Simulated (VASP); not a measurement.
Set up this calculation in VASP 6.6.1, as the native input.

```yaml
Task: single point
Functional: PBE
Potentials_or_basis: VASP PAW PBE potentials, release 64 (Si)
Cutoff: 500 eV
k_mesh: 6 × 6 × 6
Occupations: gaussian, width 0.01 eV
Spin: no spin polarisation
Dipole_correction: no
Further_INCAR_settings: ALGO = Normal; EDIFF = 1e-06; NBANDS = 11
```

The structure of Si lies in POSCAR:

```
Si
1.0
    0.0000000000      2.7169171026      2.7169171026
    2.7169171026      0.0000000000      2.7169171026
    2.7169171026      2.7169171026      0.0000000000
Si
2
Direct
    0.7500000000      0.7500000000      0.7500000000
    0.5000000000      0.5000000000      0.5000000000
```

The input as run:

INCAR

```
SYSTEM = Si
PREC     = Accurate       ! precision mode
ENCUT    = 500            ! plane-wave cutoff, eV
EDIFF    = 1E-6           ! SCF threshold, eV
ISMEAR   = 0              ! smearing method
SIGMA    = 0.01           ! smearing width, eV
LREAL    = .FALSE.        ! projectors in reciprocal space
LASPH    = .TRUE.         ! aspherical terms in the spheres
NELM     = 120            ! most SCF steps
ALGO     = Normal         ! electronic algorithm
ISIF     = 2              ! what is computed and relaxed
LWAVE    = .FALSE.        ! write WAVECAR
LCHARG   = .TRUE.         ! write CHGCAR
GGA      = PE             ! functional
LELF     = .TRUE.         ! ELF
LVHAR    = .TRUE.       
NBANDS   = 11             ! bands
GGA_COMPAT= .FALSE.
```

KPOINTS

```
Automatic mesh
0
G
  6 6 6
  0 0 0
```

Potentials or basis: VASP PAW PBE potentials, release 64 (Si).

Launch:

```console
$ cat potpaw_PBE.64/Si/POTCAR > POTCAR
$ mpirun -np 1 vasp_std > vasp.out
```

Results of the run:

```json
{
  "Pressure": "1.9 GPa",
  "Band gap on the k mesh": "0.71 eV, indirect (least direct gap 2.56 eV)"
}
```

Wall time 8.9 s on 1 thread of Intel Xeon 8259CL, on a shared host, peak memory 0.15 GiB.
